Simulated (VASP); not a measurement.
Input of a VASP 6.6.1 run:

POSCAR

```
Cu2AgF3
1.0
    2.9752021588      0.0000000000      0.0000000000
   -1.4876010794      2.5766006509      0.0000000000
    0.0000000000      0.0000000000      9.3388212076
Cu Ag F
2 1 3
Direct
    0.3333333333      0.6666666667      0.6558100362
    0.6666666667      0.3333333333      0.3441899638
    0.0000000000      0.0000000000      0.0000000000
    0.3333333333      0.6666666667      0.2128982839
    0.6666666667      0.3333333333      0.7871017161
    0.0000000000      0.0000000000      0.5000000000
```

File INCAR.step1:

```
PREC = Accurate ; ENCUT = 520
ISMEAR = -1 ; SIGMA = 0.03
LREAL = F ; LASPH = T
NELM = 100 ; NBANDS = 36
GGA = PE ; ALGO = Normal
EDIFF = 1E-4 ; LWAVE = T
LCHARG = F
```

INCAR.step2

```
PREC = Accurate ; ENCUT = 520
EDIFF = 1E-7 ; ISMEAR = -1
SIGMA = 0.03 ; LREAL = F
LASPH = T ; NELM = 100
ALGO = Normal ; ISIF = 2
LWAVE = F ; LCHARG = F
METAGGA = R2SCAN ; LMIXTAU = T
LUSE_VDW = T ; IVDW_NL = 2
BPARAM = 11.95 ; CPARAM = 0.0093
NBANDS = 36 ; ISTART = 1
```

The input KPOINTS:

```
Automatic mesh
0
Gamma
  12 12 4
```

Potentials or basis: VASP PAW PBE potentials, release 64 (Cu, Ag, F).

Launch:

```sh
$ cat potpaw_PBE.64/Cu/POTCAR potpaw_PBE.64/Ag/POTCAR potpaw_PBE.64/F/POTCAR > POTCAR
$ cp INCAR.step1 INCAR
$ mpirun -np 1 vasp_std > vasp.out
$ cp INCAR.step2 INCAR
$ mpirun -np 1 vasp_std > vasp.out
```

Q: Predict the pressure.

A: 0.4 GPa.

Q: Predict the largest force.

A: 0.053 eV/Å.

Stress tensor (GPa, compression positive):
```
0.35 0.00 0.00
0.00 0.35 0.00
0.00 0.00 0.42
```

Caveat: the PAW data sets were made with another functional, which shifts forces and pressure a little.
